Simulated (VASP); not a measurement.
## Ge: single point with PBE

Crystal: Ge.

```xyz
3
Lattice="3.8769 0.0000 0.0000 -1.9384 3.3575 0.0000 0.0000 0.0000 4.2452" Properties=species:S:1:pos:R:3 pbc="T T T"
Ge   -0.9692    1.6787    1.4151
Ge    0.9692    1.6787    2.8302
Ge    1.9384    0.0000    0.0000
```

```
Program             : VASP 6.6.1
Task                : single point
Functional          : PBE
Potentials or basis : VASP PAW PBE potentials, release 64 (Ge_d)
Cutoff              : 520 eV
k mesh              : 6 × 6 × 4
Occupations         : gaussian, width 0.1 eV
Spin                : no spin polarisation
```

```
Pressure               : 14.7 GPa
Band gap on the k mesh : zero (band 21 reaches 7.23 eV, above the bottom of band 22 at 6.59 eV)
```

Stress tensor (GPa, compression positive):
```
15.16  0.00  0.00
 0.00 15.16  0.00
 0.00  0.00 13.73
```

Levels at points of the mesh, in eV from the Fermi level:
| k point | band 18 | band 19 | band 20 | band 21 | band 22 | band 23 | band 24 | band 25 |
| --- | --- | --- | --- | --- | --- | --- | --- | --- |
| (0.00, 0.00, 0.00) | -6.10 | -3.02 | -0.32 | -0.32 | 1.62 | 1.62 | 5.12 | 6.22 |
| (0.50, 0.00, 0.00) | -5.18 | -3.03 | -2.90 | -1.93 | 0.52 | 0.73 | 3.98 | 5.21 |
| (0.00, 0.00, 0.50) | -1.06 | -1.06 | -0.08 | 0.37 | 0.65 | 2.94 | 2.94 | 3.22 |
| (0.50, 0.00, 0.50) | -8.44 | -5.92 | -1.90 | -1.51 | 0.15 | 1.31 | 6.72 | 8.22 |

Wall time 23 s on 1 thread of Intel(R) Xeon(R) Platinum 8488C (Sapphire Rapids), with other jobs on the host, peak memory 0.17 GiB.

Caveat: the k points lie up to 0.37 Å⁻¹ apart.
